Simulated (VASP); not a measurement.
# TiC (Fm-3m) in VASP: a series of runs, part 2 of 2

VASP 6.6.1. The steps go on from the part before.

## Step 3: Single point, PBEsol

This run uses another cell than the first one, of 9.31 Å³/atom, 1.028 times its volume.

The input, INCAR:

```
PREC = Accurate
ENCUT = 520
EDIFF = 1E-7
ISMEAR = 1
SIGMA = 0.1
LREAL = False
LASPH = True
NELM = 80
ALGO = Normal
ISIF = 2
LWAVE = False
LCHARG = False
GGA = PS
NBANDS = 15
```

The input, KPOINTS:

```
regular mesh
0
Gamma
  11 11 11
```

The input, POSCAR:

```
TiC
1.0
    0.0000000000      2.1039087299      2.1039087299
    2.1039087299      0.0000000000      2.1039087299
    2.1039087299      2.1039087299      0.0000000000
Ti C
1 1
Direct
    0.0000000000      0.0000000000      0.0000000000
    0.5000000000      0.5000000000      0.5000000000
```

Potentials or basis: VASP PAW PBE potentials, release 64 (Ti_sv, C).

Command:

```console
> cat potpaw_PBE.64/Ti_sv/POTCAR potpaw_PBE.64/C/POTCAR > POTCAR
> mpirun -np 1 vasp_std > vasp.out
```

OUTCAR:

```text
PREC = Accurate
   ENCUT = 520
   EDIFF = 1E-7
   ISMEAR = 1
   LREAL = False
   LASPH = True
   NELM = 80
   ISIF = 2
   GGA = PS

 ion  position               nearest neighbor table
   1  0.000  0.000  0.000-   2 2.10   2 2.10   2 2.10   2 2.10   2 2.10   2 2.10
   2  0.500  0.500  0.500-   1 2.10   1 2.10   1 2.10   1 2.10   1 2.10   1 2.10

  LATTYP: Found a face centered cubic cell.
 ALAT       =     4.2078174598

  Lattice vectors:

 A1 = (   0.0000000000,   2.1039087299,   2.1039087299)
 A2 = (   2.1039087299,   0.0000000000,   2.1039087299)
 A3 = (   2.1039087299,   2.1039087299,   0.0000000000)

Analysis of symmetry for initial positions (statically):
=====================================================================
 Subroutine PRICEL returns:
 Original cell was already a primitive cell.

 Routine SETGRP: Setting up the symmetry group for a
 face centered cubic supercell.

 Subroutine GETGRP returns: Found 48 space group operations
 (whereof 48 operations were pure point group operations)
 out of a pool of 48 trial point group operations.

The static configuration has the point symmetry O_h .

Analysis of symmetry for dynamics (positions and initial velocities):
=====================================================================
 Subroutine PRICEL returns:
 Original cell was already a primitive cell.

 Routine SETGRP: Setting up the symmetry group for a
 face centered cubic supercell.

 Subroutine GETGRP returns: Found 48 space group operations
 (whereof 48 operations were pure point group operations)
 out of a pool of 48 trial point group operations.

The dynamic configuration has the point symmetry O_h .

 Subroutine INISYM returns: Found 48 space group operations
 (whereof 48 operations are pure point group operations),
 and found     1 'primitive' translations

----------------------------------------------------------------------------------------

                                     Primitive cell

  volume of cell :      18.6256

  direct lattice vectors                    reciprocal lattice vectors
     0.000000000  2.103908730  2.103908730    -0.237652895  0.237652895  0.237652895
     2.103908730  0.000000000  2.103908730     0.237652895 -0.237652895  0.237652895
     2.103908730  2.103908730  0.000000000     0.237652895  0.237652895 -0.237652895

  length of vectors
     2.975376260  2.975376260  2.975376260     0.411626888  0.411626888  0.411626888

  position of ions in fractional coordinates (direct lattice)
     0.000000000  0.000000000  0.000000000
     0.500000000  0.500000000  0.500000000

  ion indices of the primitive-cell ions
   primitive index   ion index
                 1           1
                 2           2

----------------------------------------------------------------------------------------

 KPOINTS: regular mesh

Automatic generation of k-mesh.
 Grid dimensions read from file:
 generate k-points for:   11   11   11

 Generating k-lattice:

  Cartesian coordinates                     Fractional coordinates (reciprocal lattice)
    -0.021604809  0.021604809  0.021604809     0.090909091  0.000000000  0.000000000
     0.021604809 -0.021604809  0.021604809     0.000000000  0.090909091  0.000000000
     0.021604809  0.021604809 -0.021604809     0.000000000  0.000000000  0.090909091

  Length of vectors
     0.037420626  0.037420626  0.037420626

  Shift w.r.t. Gamma in fractional coordinates (k-lattice)
     0.000000000  0.000000000  0.000000000

 Subroutine IBZKPT returns following result:
 ===========================================

 Found     56 irreducible k-points:

 Following reciprocal coordinates:
            Coordinates               Weight
  0.000000  0.000000  0.000000      1.000000
  0.090909  0.000000  0.000000      8.000000
  0.181818  0.000000  0.000000      8.000000
  0.272727  0.000000  0.000000      8.000000
  0.363636  0.000000  0.000000      8.000000
  0.454545  0.000000  0.000000      8.000000
[... 16 lines left out ...]
 -0.272727  0.181818  0.000000     24.000000
 -0.181818  0.181818  0.000000     12.000000
 [... further k-points ...]
   k-points           NKPTS =     56   k-points in BZ     NKDIM =     56   number of bands    NBANDS=     15
   number of dos      NEDOS =    301   number of ions     NIONS =      2
   total plane-waves  NPLWV =  13824
   dimension x,y,z NGX =    24 NGY =   24 NGZ =   24
   dimension x,y,z NGXF=    48 NGYF=   48 NGZF=   48
   ions per type =               1   1
   NGX,Y,Z   is equivalent  to a cutoff of  13.41, 13.41, 13.41 a.u.
   NGXF,Y,Z  is equivalent  to a cutoff of  26.82, 26.82, 26.82 a.u.
 SYSTEM =  unknown system
   PREC   = accura    normal or accurate (medium, high low for compatibility)
   ISTART =      0    job   : 0-new  1-cont  2-samecut
   ICHARG =      2    charge: 1-file 2-atom 10-const
   ISPIN  =      1    spin polarized calculation?
   LNONCOLLINEAR =      F non collinear calculations
   LSORBIT =      F    spin-orbit coupling
   LASPH  =      T    aspherical Exc in radial PAW
   ENCUT  =  520.0 eV  38.22 Ry    6.18 a.u.   5.53  5.53  5.53*2*pi/ulx,y,z
   NELM   =     80;   NELMIN=  2; NELMDL= -5     # of ELM steps
   EDIFF  = 0.1E-06   stopping-criterion for ELM
   LREAL  =      F    real-space projection
   EDIFFG = 0.1E-05   stopping-criterion for IOM
   NSW    =      0    number of steps for IOM
   IBRION =     -1    ionic relax: 0-MD 1-quasi-New 2-CG
   NFREE  =      0    steps in history (QN), initial steepest desc. (CG)
   ISIF   =      2    stress and relaxation
   ISYM   =      2    0-nonsym 1-usesym 2-fastsym
   POTIM  = 0.5000    time-step for ionic-motion
   TEBEG  =    0.0;   TEEND  =   0.0 temperature during run
   PSTRESS=    0.0 pullay stress
   NELECT =      16.0000    total number of electrons
   NUPDOWN=      -1.0000    fix difference up-down
   EMIN   =  10.00;   EMAX   =-10.00  energy-range for DOS
   EFERMI =   0.00;   METHOD = LEGACY
   ISMEAR =     1;   SIGMA  =   0.10  broadening in eV -4-tet -1-fermi 0-gaus
   EFERMI_NEDOS =   21; number of points for ismear=-14 and -15
   IALGO  =     38    algorithm
   IMIX   =      4    mixing-type and parameters
     AMIX     =   0.40;   BMIX     =  1.00
     AMIX_MAG =   1.60;   BMIX_MAG =  1.00
  volume/ion in A,a.u.               =       9.31        62.85
  Fermi-wavevector in a.u.,A,eV,Ry     =   1.556245  2.940876 32.951924  2.421898
  Thomas-Fermi vector in A             =   2.660069
   LORBIT       =      0    0 simple, 1 ext, 2 COOP (PROOUT), +10 PAW based schemes
   GGA     = PS    functional components
   LHFCALC =     F    Hartree Fock is set to
   AEXX    =    0.0000 exact exchange contribution
   IVDW    =     0    specifies the selected vdW correction
   LEPSILON=     F    determine dielectric tensor
   LRPA    =     F    only Hartree local field effects (RPA)
 non-spin polarized calculation
 Methfessel and Paxton  Order N= 1 SIGMA  =   0.10
  energy-cutoff  :      520.00
  volume of cell :       18.63
 maximum number of plane-waves:       531
 NGX is ok and might be reduce to    24
   NGX = 11   NGY = 11   NGZ = 11

 number of electron      15.9999998 magnetization

 Free energy of the ion-electron system (eV)
  ---------------------------------------------------
  ext. energy  EPLUGINS =         0.00000000
  ---------------------------------------------------
  free energy    TOTEN  =       -19.73647016 eV

  energy without entropy =      -19.73633996  energy(sigma->0) =      -19.73642676

 E-fermi :  10.4591     XC(G=0): -13.3167

 val. band max:       10.3722687127   @ k =   0.4545   0.4545   0.0000
 cond. band min:      10.4962342515   @ k =   0.0909   0.0000   0.0000
 fundamental gap:      0.1239655387
 Fermi energy:        10.4591254665

 k-point     1 :       0.0000    0.0000    0.0000
  band No.  band energies     occupation
      1     -45.7307      2.00000
      2     -21.8017      2.00000
      3     -21.8017      2.00000
      4     -21.8017      2.00000
      5      -2.4114      2.00000
      6      11.0382     -0.00000
      7      11.0382     -0.00000
      8      11.0382     -0.00000
      9      12.1751     -0.00000
     10      12.1751     -0.00000
     11      12.1751     -0.00000
     12      12.2638     -0.00000
     13      12.2638     -0.00000
     14      22.1590      0.00000
[... 401 lines left out ...]
      2     -22.1854      2.00000
      3     -21.9513      2.00000
      4     -21.8272      2.00000
      5      -0.4872      2.00000
      6       6.8790      2.00000
      7       7.9712      2.00000
      8       8.2192      2.00000
      9      12.0143     -0.00000
     10      13.3270      0.00000
     11      14.2816      0.00000
     12      15.2955      0.00000
     13      18.4080      0.00000
     14      23.0877      0.00000
     15      24.5705      0.00000

 [... further k-points ...]
[... 5 lines left out ...]
  --------------------------------------------------------------------------------------
  -------------------------------------------------------------------------------------
  Total        2.1475367      2.1475367      2.1475367      0.0000000      0.0000000      0.0000000
  in kB      184.7312998    184.7312998    184.7312998      0.0000000      0.0000000      0.0000000
  external PRESSURE =     184.7312998 kB  Pullay stress =       0.0000000 kB

 VOLUME and BASIS-vectors are now :
 -----------------------------------------------------------------------------
  energy-cutoff  :      520.00
  volume of cell :       18.63
      direct lattice vectors                 reciprocal lattice vectors
     0.000000000  2.103908730  2.103908730    -0.237652895  0.237652895  0.237652895
     2.103908730  0.000000000  2.103908730     0.237652895 -0.237652895  0.237652895
     2.103908730  2.103908730  0.000000000     0.237652895  0.237652895 -0.237652895

 POSITION                                       TOTAL-FORCE (eV/Angst)
 -----------------------------------------------------------------------------------
      0.00000      0.00000      0.00000        -0.000000      0.000000      0.000000
      2.10391      2.10391      2.10391         0.000000     -0.000000     -0.000000
 -----------------------------------------------------------------------------------
    total drift:                                0.000000     -0.000000     -0.000000

  FREE ENERGIE OF THE ION-ELECTRON SYSTEM (eV)
  ---------------------------------------------------
  free  energy   TOTEN  =       -19.7364701604 eV

  energy  without entropy=      -19.7363399594  energy(sigma->0) =      -19.73642676
```

OSZICAR:

```text
N       E                     dE             d eps       ncg     rms          rms(c)
DAV:   1     0.116362970218E+03    0.11636E+03   -0.80322E+03  1680   0.130E+03
DAV:   2    -0.177704237816E+02   -0.13413E+03   -0.12514E+03  1813   0.337E+02
DAV:   3    -0.247201031565E+02   -0.69497E+01   -0.68490E+01  2151   0.760E+01
DAV:   4    -0.249261206706E+02   -0.20602E+00   -0.20584E+00  2122   0.122E+01
DAV:   5    -0.249298908113E+02   -0.37701E-02   -0.37701E-02  2162   0.146E+00    0.205E+01
DAV:   6    -0.201360657399E+02    0.47938E+01   -0.10442E+01  2378   0.565E+01    0.643E+00
DAV:   7    -0.197549526681E+02    0.38111E+00   -0.15349E+00  1973   0.179E+01    0.572E+00
DAV:   8    -0.197336777284E+02    0.21275E-01   -0.15047E-01  2028   0.549E+00    0.141E+00
DAV:   9    -0.197404760160E+02   -0.67983E-02   -0.36377E-02  2193   0.156E+00    0.103E+00
DAV:  10    -0.197371852214E+02    0.32908E-02   -0.62104E-03  2046   0.120E+00    0.512E-01
DAV:  11    -0.197365030087E+02    0.68221E-03   -0.17662E-03  1989   0.637E-01    0.533E-02
DAV:  12    -0.197364690385E+02    0.33970E-04   -0.15055E-04  1862   0.195E-01    0.104E-02
DAV:  13    -0.197364712739E+02   -0.22354E-05   -0.61461E-06  1932   0.266E-02    0.136E-02
DAV:  14    -0.197364701535E+02    0.11204E-05   -0.36485E-06  1939   0.289E-02    0.430E-03
DAV:  15    -0.197364701604E+02   -0.68521E-08   -0.93563E-08  1268   0.375E-03
   1 F= -.19736470E+02 E0= -.19736427E+02  d E =-.130201E-03
```

Wall time 16 s (1 thread of Intel Xeon 8259CL, shared host); peak memory 0.15 GiB.

What came out:

```yaml
Free_energy: -19.7365 eV
Pressure: 18.5 GPa
Band_gap_on_the_k_mesh: zero (band 8 reaches 11.04 eV, above the bottom of band 9 at 9.93 eV)
```

Caveat: the PAW data sets were made with another functional, which shifts forces and pressure a little.

## Step 4: Single point, PBEsol

This run uses another cell than the first one, of 9.56 Å³/atom, 1.056 times its volume.

The input, INCAR:

```
SYSTEM = TiC
PREC     = Accurate       ! precision mode
ENCUT    = 520            ! plane-wave cutoff, eV
EDIFF    = 1E-6           ! SCF threshold, eV
ISMEAR   = 1              ! smearing method
SIGMA    = 0.1            ! smearing width, eV
LREAL    = .FALSE.        ! projectors in reciprocal space
LASPH    = .TRUE.         ! aspherical terms in the spheres
NELM     = 60             ! most SCF steps
ALGO     = Normal         ! electronic algorithm
ISIF     = 2              ! what is computed and relaxed
LWAVE    = .FALSE.        ! write WAVECAR
LCHARG   = .TRUE.         ! write CHGCAR
GGA      = PS             ! functional
LELF     = .TRUE.         ! ELF
LVHAR    = .TRUE.       
NBANDS   = 15             ! bands
```

The input, KPOINTS:

```
regular mesh
0
G
  11 11 11
  0 0 0
```

The input, POSCAR:

```
TiC
1.0
    0.0000000000      2.1226946233      2.1226946233
    2.1226946233      0.0000000000      2.1226946233
    2.1226946233      2.1226946233      0.0000000000
Ti C
1 1
Direct
    0.0000000000      0.0000000000      0.0000000000
    0.5000000000      0.5000000000      0.5000000000
```

Command:

```console
> cat potpaw_PBE.64/Ti_sv/POTCAR potpaw_PBE.64/C/POTCAR > POTCAR
> mpirun -np 1 vasp_std > vasp.out
```

Run time: 13 s. Hardware: 1 thread of Intel Xeon 8259CL, shared host; peak memory 0.15 GiB.

It converged, with:

```yaml
Free_energy: -19.7810 eV
Pressure: 9.8 GPa
Band_gap_on_the_k_mesh: zero (band 8 reaches 10.70 eV, above the bottom of band 9 at 9.61 eV)
```

Levels at points of the mesh, in eV from the Fermi level:
```csv
k point,band 5,band 6,band 7,band 8,band 9,band 10,band 11,band 12
"(0.00, 0.00, 0.00)",-12.75,0.57,0.57,0.57,1.68,1.68,1.68,1.75
```

Caveat: the PAW data sets were made with another functional, which shifts forces and pressure a little.

## Step 5: The runs side by side

```csv
cell,gap on the mesh (eV),pressure (GPa)
"a = 2.948 Å, angles 60.0°, 2 atoms",none,28.2
"a = 2.975 Å, angles 60.0°, 2 atoms",none,18.5
"a = 3.002 Å, angles 60.0°, 2 atoms",none,9.8
```

Alike in all rows: task single point; level PBEsol; potentials or basis VASP PAW PBE potentials, release 64 (Ti_sv, C); no spin polarisation; k mesh 11 × 11 × 11; cutoff (eV) 520; smearing methfessel-paxton 0.1 eV.

Caveats: the PAW data sets were made with another functional, which shifts forces and pressure a little.

Absolute energies hang on the potentials; compare differences alone.
